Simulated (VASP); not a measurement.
# Mn (Pm-3m) in VASP: further runs

The runs below take Mn through single point, with LDA.

Everything below comes from runs of VASP 6.6.1. Logs are shortened: lines on timing, memory, paths and dates and some standing lists are left out, and cuts for length are marked.

### 1 The cell of the first run

Symmetry: Pm-3m, No. 221, cubic system. Conventional cell: a = 1.931 Å, b = 1.931 Å, c = 1.931 Å, α = 90.00°, β = 90.00°, γ = 90.00°. Within 2.6 Å of Mn (site symmetry m-3m) lie 6 Mn at 1.93 Å.

This isn't the form of Mn at room conditions, which is a 58-atom cubic cell.

### 2 Single point, LDA, collinear spin, ferromagnetic start (7.20 Å³/atom)

Contents of INCAR:

```
PREC = Accurate
ENCUT = 680
EDIFF = 1E-6
ISMEAR = -1
SIGMA = 0.1
LREAL = F
LASPH = T
NELM = 200
ALGO = Normal
ISIF = 2
LWAVE = F
LCHARG = F
ISPIN = 2
MAGMOM = 3
LORBIT = 11
LMAXMIX = 4
NBANDS = 18
GGA_COMPAT = F
```

Contents of KPOINTS:

```
regular mesh
0
Gamma
  19 19 19
```

Contents of POSCAR:

```
Mn
1.0
    1.9310253257      0.0000000000      0.0000000000
    0.0000000000      1.9310253257      0.0000000000
    0.0000000000      0.0000000000      1.9310253257
Mn
1
Direct
    0.0000000000      0.0000000000      0.0000000000
```

Potentials or basis: VASP PAW LDA potentials, release 64 (Mn_sv).

Launch:

```sh
> cat potpaw_LDA.64/Mn_sv/POTCAR > POTCAR
> mpirun -np 1 vasp_std > vasp.out
```

OUTCAR:

```text
PREC = Accurate
   ENCUT = 680
   EDIFF = 1E-6
   ISMEAR = -1
   LREAL = F
   LASPH = T
   NELM = 200
   ISIF = 2
   ISPIN = 2
   LORBIT = 11

 ion  position               nearest neighbor table
   1  0.000  0.000  0.000-

  LATTYP: Found a simple cubic cell.
 ALAT       =     1.9310253257

  Lattice vectors:

 A1 = (   1.9310253257,   0.0000000000,   0.0000000000)
 A2 = (   0.0000000000,   1.9310253257,   0.0000000000)
 A3 = (   0.0000000000,   0.0000000000,   1.9310253257)

Analysis of symmetry for initial positions (statically):
=====================================================================
 Subroutine PRICEL returns:
 Original cell was already a primitive cell.

 Routine SETGRP: Setting up the symmetry group for a
 simple cubic supercell.

 Subroutine GETGRP returns: Found 48 space group operations
 (whereof 48 operations were pure point group operations)
 out of a pool of 48 trial point group operations.

The static configuration has the point symmetry O_h .

Analysis of symmetry for dynamics (positions and initial velocities):
=====================================================================
 Subroutine PRICEL returns:
 Original cell was already a primitive cell.

 Routine SETGRP: Setting up the symmetry group for a
 simple cubic supercell.

 Subroutine GETGRP returns: Found 48 space group operations
 (whereof 48 operations were pure point group operations)
 out of a pool of 48 trial point group operations.

The dynamic configuration has the point symmetry O_h .

Analysis of structural, dynamic, and magnetic symmetry:
=====================================================================
 Subroutine PRICEL returns:
 Original cell was already a primitive cell.

 Routine SETGRP: Setting up the symmetry group for a
 simple cubic supercell.

 Subroutine GETGRP returns: Found 48 space group operations
 (whereof 48 operations were pure point group operations)
 out of a pool of 48 trial point group operations.

The overall configuration has the point symmetry O_h .

 Subroutine INISYM returns: Found 48 space group operations
 (whereof 48 operations are pure point group operations),
 and found     1 'primitive' translations

----------------------------------------------------------------------------------------

                                     Primitive cell

  volume of cell :       7.2005

  direct lattice vectors                    reciprocal lattice vectors
     1.931025326  0.000000000  0.000000000     0.517859599  0.000000000  0.000000000
     0.000000000  1.931025326  0.000000000     0.000000000  0.517859599  0.000000000
     0.000000000  0.000000000  1.931025326     0.000000000  0.000000000  0.517859599

  length of vectors
     1.931025326  1.931025326  1.931025326     0.517859599  0.517859599  0.517859599

  position of ions in fractional coordinates (direct lattice)
     0.000000000  0.000000000  0.000000000

  ion indices of the primitive-cell ions
   primitive index   ion index
                 1           1

----------------------------------------------------------------------------------------

 KPOINTS: regular mesh

Automatic generation of k-mesh.
 Grid dimensions read from file:
 generate k-points for:   19   19   19

 Generating k-lattice:

  Cartesian coordinates                     Fractional coordinates (reciprocal lattice)
     0.027255768  0.000000000  0.000000000     0.052631579  0.000000000  0.000000000
     0.000000000  0.027255768  0.000000000     0.000000000  0.052631579  0.000000000
     0.000000000  0.000000000  0.027255768     0.000000000  0.000000000  0.052631579

  Length of vectors
     0.027255768  0.027255768  0.027255768

  Shift w.r.t. Gamma in fractional coordinates (k-lattice)
     0.000000000  0.000000000  0.000000000

 Subroutine IBZKPT returns following result:
 ===========================================

 Found    220 irreducible k-points:

 Following reciprocal coordinates:
            Coordinates               Weight
  0.000000  0.000000  0.000000      1.000000
  0.052632  0.000000  0.000000      6.000000
  0.105263  0.000000  0.000000      6.000000
  0.157895  0.000000  0.000000      6.000000
  0.210526  0.000000  0.000000      6.000000
  0.263158  0.000000  0.000000      6.000000
[... 16 lines left out ...]
  0.263158  0.105263  0.000000     24.000000
  0.315789  0.105263  0.000000     24.000000
 [... further k-points ...]
   k-points           NKPTS =    220   k-points in BZ     NKDIM =    220   number of bands    NBANDS=     18
   number of dos      NEDOS =    301   number of ions     NIONS =      1
   total plane-waves  NPLWV =   4096
   dimension x,y,z NGX =    16 NGY =   16 NGZ =   16
   dimension x,y,z NGXF=    32 NGYF=   32 NGZF=   32
   ions per type =               1
   NGX,Y,Z   is equivalent  to a cutoff of  13.77, 13.77, 13.77 a.u.
   NGXF,Y,Z  is equivalent  to a cutoff of  27.55, 27.55, 27.55 a.u.
 SYSTEM =  unknown system
   PREC   = accura    normal or accurate (medium, high low for compatibility)
   ISTART =      0    job   : 0-new  1-cont  2-samecut
   ICHARG =      2    charge: 1-file 2-atom 10-const
   ISPIN  =      2    spin polarized calculation?
   LNONCOLLINEAR =      F non collinear calculations
   LSORBIT =      F    spin-orbit coupling
   LASPH  =      T    aspherical Exc in radial PAW
   ENCUT  =  680.0 eV  49.98 Ry    7.07 a.u.   4.11  4.11  4.11*2*pi/ulx,y,z
   NELM   =    200;   NELMIN=  2; NELMDL= -5     # of ELM steps
   EDIFF  = 0.1E-05   stopping-criterion for ELM
   LREAL  =      F    real-space projection
[... 7 lines left out ...]
   TEBEG  =    0.0;   TEEND  =   0.0 temperature during run
   PSTRESS=    0.0 pullay stress
   NELECT =      15.0000    total number of electrons
   NUPDOWN=      -1.0000    fix difference up-down
   EMIN   =  10.00;   EMAX   =-10.00  energy-range for DOS
   EFERMI =   0.00;   METHOD = LEGACY
   ISMEAR =    -1;   SIGMA  =   0.10  broadening in eV -4-tet -1-fermi 0-gaus
   EFERMI_NEDOS =   21; number of points for ismear=-14 and -15
   IALGO  =     38    algorithm
   IMIX   =      4    mixing-type and parameters
     AMIX     =   0.40;   BMIX     =  1.00
     AMIX_MAG =   1.60;   BMIX_MAG =  1.00
  volume/ion in A,a.u.               =       7.20        48.59
  Fermi-wavevector in a.u.,A,eV,Ry     =   2.090823  3.951083 59.478427  4.371541
  Thomas-Fermi vector in A             =   3.083277
   LORBIT       =     11    0 simple, 1 ext, 2 COOP (PROOUT), +10 PAW based schemes
   GGA     = CA    functional components
   LHFCALC =     F    Hartree Fock is set to
   AEXX    =    0.0000 exact exchange contribution
   IVDW    =     0    specifies the selected vdW correction
   LEPSILON=     F    determine dielectric tensor
   LRPA    =     F    only Hartree local field effects (RPA)
 spin polarized calculation
  energy-cutoff  :      680.00
  volume of cell :        7.20
 maximum number of plane-waves:       300
   NGX =  9   NGY =  9   NGZ =  9

 number of electron      14.9999991 magnetization       0.0052847

 number of electron      14.9999991 magnetization      -0.0001241

 Free energy of the ion-electron system (eV)
  ---------------------------------------------------
  ext. energy  EPLUGINS =         0.00000000
  ---------------------------------------------------
  free energy    TOTEN  =        -7.06970847 eV

  energy without entropy =       -7.04172899  energy(sigma->0) =       -7.05571873

 E-fermi :  22.4009     XC(G=0): -16.9869

 val. band max:       22.3988737329   @ k =   0.4737   0.4737   0.0526
 cond. band min:      22.4081658295   @ k =   0.4737   0.4737   0.0526
 fundamental gap:      0.0092920966
 Fermi energy:        22.4008722615

 spin component 1

 k-point     1 :       0.0000    0.0000    0.0000
  band No.  band energies     occupation
      1     -57.5679      1.00000
      2     -24.5109      1.00000
      3     -24.5109      1.00000
      4     -24.5109      1.00000
      5      12.5497      1.00000
      6      15.4011      1.00000
[... 10 lines left out ...]
     17      72.6207      0.00000
     18      72.6207      0.00000

 k-point     2 :       0.0526    0.0000    0.0000
  band No.  band energies     occupation
      1     -57.5476      1.00000
      2     -24.6197      1.00000
      3     -24.5019      1.00000
      4     -24.5019      1.00000
      5      12.6880      1.00000
      6      15.4360      1.00000
[... 10 lines left out ...]
     17      72.4111      0.00000
     18      72.6152      0.00000

 k-point     3 :       0.1053    0.0000    0.0000
  band No.  band energies     occupation
      1     -57.4884      1.00000
      2     -24.9292      1.00000
      3     -24.4751      1.00000
      4     -24.4751      1.00000
      5      13.0773      1.00000
      6      15.5379      1.00000
[... 10 lines left out ...]
     17      71.9120      0.00000
     18      72.5526      0.00000

 k-point     4 :       0.1579    0.0000    0.0000
  band No.  band energies     occupation
      1     -57.3957      1.00000
      2     -25.3975      1.00000
      3     -24.4333      1.00000
      4     -24.4333      1.00000
      5      13.6510      1.00000
      6      15.6985      1.00000
[... 375 lines left out ...]
      4     -24.3461      1.00000
      5      14.7678      1.00000
      6      16.3652      1.00000
[... 10 lines left out ...]
     17      71.5318      0.00000
     18      72.1015      0.00000

 k-point    23 :       0.2632    0.1053    0.0000
  band No.  band energies     occupation
      1     -57.0713      1.00000
      2     -26.5108      1.00000
      3     -24.7199      1.00000
      4     -24.2892      1.00000
      5      15.4507      1.00000
      6      16.6105      1.00000
[... 10 lines left out ...]
     17      70.9717      0.00000
     18      71.1047      0.00000

 k-point    24 :       0.3158    0.1053    0.0000
  band No.  band energies     occupation
      1     -56.9429      1.00000
      2     -27.0739      1.00000
      3     -24.6578      1.00000
      4     -24.2335      1.00000
      5      16.1391      1.00000
      6      16.8771      1.00000
[... 10 lines left out ...]
     17      69.6204      0.00000
     18      70.4837      0.00000

 [... further k-points ...]

 spin component 2

 k-point     1 :       0.0000    0.0000    0.0000
  band No.  band energies     occupation
      1     -57.5681      1.00000
      2     -24.5111      1.00000
      3     -24.5111      1.00000
      4     -24.5111      1.00000
      5      12.5496      1.00000
      6      15.4010      1.00000
[... 10 lines left out ...]
     17      72.6207      0.00000
     18      72.6207      0.00000

 k-point     2 :       0.0526    0.0000    0.0000
  band No.  band energies     occupation
      1     -57.5478      1.00000
      2     -24.6198      1.00000
      3     -24.5020      1.00000
      4     -24.5020      1.00000
      5      12.6878      1.00000
      6      15.4360      1.00000
[... 10 lines left out ...]
     17      72.4102      0.00000
     18      72.6152      0.00000

 k-point     3 :       0.1053    0.0000    0.0000
  band No.  band energies     occupation
      1     -57.4885      1.00000
      2     -24.9293      1.00000
      3     -24.4752      1.00000
      4     -24.4752      1.00000
      5      13.0772      1.00000
      6      15.5379      1.00000
[... 10 lines left out ...]
     17      71.9077      0.00000
     18      72.5526      0.00000

 k-point     4 :       0.1579    0.0000    0.0000
  band No.  band energies     occupation
      1     -57.3959      1.00000
      2     -25.3977      1.00000
      3     -24.4335      1.00000
      4     -24.4335      1.00000
      5      13.6509      1.00000
      6      15.6985      1.00000
[... 375 lines left out ...]
      4     -24.3462      1.00000
      5      14.7677      1.00000
      6      16.3651      1.00000
[... 10 lines left out ...]
     17      71.5318      0.00000
     18      72.1015      0.00000

 k-point    23 :       0.2632    0.1053    0.0000
  band No.  band energies     occupation
      1     -57.0714      1.00000
      2     -26.5109      1.00000
      3     -24.7200      1.00000
      4     -24.2893      1.00000
      5      15.4506      1.00000
      6      16.6105      1.00000
[... 10 lines left out ...]
     17      70.9717      0.00000
     18      71.1047      0.00000

 k-point    24 :       0.3158    0.1053    0.0000
  band No.  band energies     occupation
      1     -56.9431      1.00000
      2     -27.0740      1.00000
      3     -24.6580      1.00000
      4     -24.2337      1.00000
      5      16.1390      1.00000
      6      16.8770      1.00000
[... 10 lines left out ...]
     17      69.6204      0.00000
     18      70.4837      0.00000

 [... further k-points ...]
[... 5 lines left out ...]
  --------------------------------------------------------------------------------------
  -------------------------------------------------------------------------------------
  Total       12.1577045     12.1577045     12.1577045     -0.0000000      0.0000000     -0.0000000
  in kB     2705.1930173   2705.1930173   2705.1930173     -0.0000000      0.0000000     -0.0000000
  external PRESSURE =    2705.1930173 kB  Pullay stress =       0.0000000 kB

 VOLUME and BASIS-vectors are now :
 -----------------------------------------------------------------------------
  energy-cutoff  :      680.00
  volume of cell :        7.20
      direct lattice vectors                 reciprocal lattice vectors
     1.931025326  0.000000000  0.000000000     0.517859599  0.000000000  0.000000000
     0.000000000  1.931025326  0.000000000     0.000000000  0.517859599  0.000000000
     0.000000000  0.000000000  1.931025326     0.000000000  0.000000000  0.517859599

 POSITION                                       TOTAL-FORCE (eV/Angst)
 -----------------------------------------------------------------------------------
      0.00000      0.00000      0.00000         0.000000      0.000000      0.000000
 -----------------------------------------------------------------------------------
    total drift:                               -0.000000     -0.000000      0.000000

  FREE ENERGIE OF THE ION-ELECTRON SYSTEM (eV)
  ---------------------------------------------------
  free  energy   TOTEN  =        -7.0697084655 eV

  energy  without entropy=       -7.0417289911  energy(sigma->0) =       -7.05571873

 total charge

# of ion       s       p       d       tot
------------------------------------------
    1        2.379   6.155   5.456  13.990

 magnetization (x)

# of ion       s       p       d       tot
------------------------------------------
    1        0.000   0.000  -0.000  -0.000
```

Wall time 20 s (1 thread of Intel Xeon Platinum 8559C (Emerald Rapids), shared host); peak memory 0.16 GiB.

Results:

```
Free energy                                           : -7.0697 eV
Pressure                                              : 270.5 GPa
Net moment                                            : 0.00 μB per cell
Valence electrons inside the program's atomic spheres : Mn 13.99
```

Caveat: atoms lie so close that the PAW spheres overlap strongly, which falsifies energies and pressures; the cell stands under pressure; the moments typed at the start vanished in this run.

### 3 Single point, LDA, collinear spin, ferromagnetic start (4.98 Å³/atom)

This run uses another cell than the first one, of 4.98 Å³/atom.

Contents of INCAR:

```
PREC     = Accurate       # precision mode
ENCUT    = 680            # plane-wave cutoff, eV
EDIFF    = 1E-6           # SCF threshold, eV
ISMEAR   = -1             # smearing method
SIGMA    = 0.1            # smearing width, eV
LREAL    = F              # projectors in reciprocal space
LASPH    = T              # aspherical terms in the spheres
NELM     = 200            # most SCF steps
ALGO     = Normal         # electronic algorithm
ISIF     = 2              # what is computed and relaxed
LWAVE    = F              # write WAVECAR
LCHARG   = T              # write CHGCAR
ISPIN    = 2              # spin polarisation
MAGMOM   = 3              # initial moments
LORBIT   = 11             # projections on sites
LMAXMIX  = 4              # l up to which the mixer works
GGA      = CA             # functional
LELF     = T              # ELF
LVHAR    = T            
NBANDS   = 18             # bands
GGA_COMPAT= F
```

Contents of KPOINTS:

```
Automatic mesh
0
Gamma
  19 19 19
```

Contents of POSCAR:

```
Mn
1.0
    1.7082615090      0.0000000000      0.0000000000
    0.0000000000      1.7082615090      0.0000000000
    0.0000000000      0.0000000000      1.7082615090
Mn
1
Direct
    0.0000000000      0.0000000000      0.0000000000
```

Potentials or basis: VASP PAW LDA potentials, release 64 (Mn_sv).

Launch:

```sh
> cat potpaw_LDA.64/Mn_sv/POTCAR > POTCAR
> mpirun -np 1 vasp_std > vasp.out
```

OUTCAR:

```text
PREC = Accurate
   ENCUT = 680
   EDIFF = 1E-6
   ISMEAR = -1
   LREAL = F
   LASPH = T
   NELM = 200
   ISIF = 2
   ISPIN = 2
   LORBIT = 11
   GGA = CA

 ion  position               nearest neighbor table
   1  0.000  0.000  0.000-

  LATTYP: Found a simple cubic cell.
 ALAT       =     1.7082615090

  Lattice vectors:

 A1 = (   1.7082615090,   0.0000000000,   0.0000000000)
 A2 = (   0.0000000000,   1.7082615090,   0.0000000000)
 A3 = (   0.0000000000,   0.0000000000,   1.7082615090)

Analysis of symmetry for initial positions (statically):
[... 1216 lines left out ...]
  Total       33.6876128     33.6876128     33.6876128      0.0000000      0.0000000     -0.0000000
  in kB    10827.2397216  10827.2397216  10827.2397216      0.0000000      0.0000000     -0.0000000
  external PRESSURE =   10827.2397216 kB  Pullay stress =       0.0000000 kB

 VOLUME and BASIS-vectors are now :
 -----------------------------------------------------------------------------
  energy-cutoff  :      680.00
  volume of cell :        4.98
      direct lattice vectors                 reciprocal lattice vectors
     1.708261509  0.000000000  0.000000000     0.585390466  0.000000000  0.000000000
     0.000000000  1.708261509  0.000000000     0.000000000  0.585390466  0.000000000
     0.000000000  0.000000000  1.708261509     0.000000000  0.000000000  0.585390466

 POSITION                                       TOTAL-FORCE (eV/Angst)
 -----------------------------------------------------------------------------------
      0.00000      0.00000      0.00000         0.000000      0.000000      0.000000
 -----------------------------------------------------------------------------------
    total drift:                                0.000000      0.000000      0.000000

  FREE ENERGIE OF THE ION-ELECTRON SYSTEM (eV)
  ---------------------------------------------------
  free  energy   TOTEN  =         0.9423115587 eV

  energy  without entropy=        0.9642827804  energy(sigma->0) =        0.95329717

 total charge

# of ion       s       p       d       tot
------------------------------------------
    1        2.501   6.295   6.399  15.195

 magnetization (x)

# of ion       s       p       d       tot
------------------------------------------
    1       -0.000  -0.000   0.000   0.000
```

stdout:

```text
POSCAR found type information on POSCAR Mn
 POSCAR found :  1 types and       1 ions
 scaLAPACK will be used
 LDA part: xc-table for (Slater(with rela. corr.)+CA(PZ))
 , standard interpolation
 POSCAR, INCAR and KPOINTS ok, starting setup
 FFT: planning ... GRIDC
 FFT: planning ... GRID_SOFT
 FFT: planning ... GRID
 WAVECAR not read
 entering main loop
```

Run time: 31 s. Hardware: 1 thread of AMD EPYC 9R45 (Zen 5), shared host; peak memory 0.12 GiB.

The run converged, but its numbers aren't listed here, since they failed a check.

Caveat: atoms lie so close that the PAW spheres overlap strongly, which falsifies energies and pressures; the cell stands under pressure; the moments typed at the start vanished in this run.

[end of part 1 of 2]
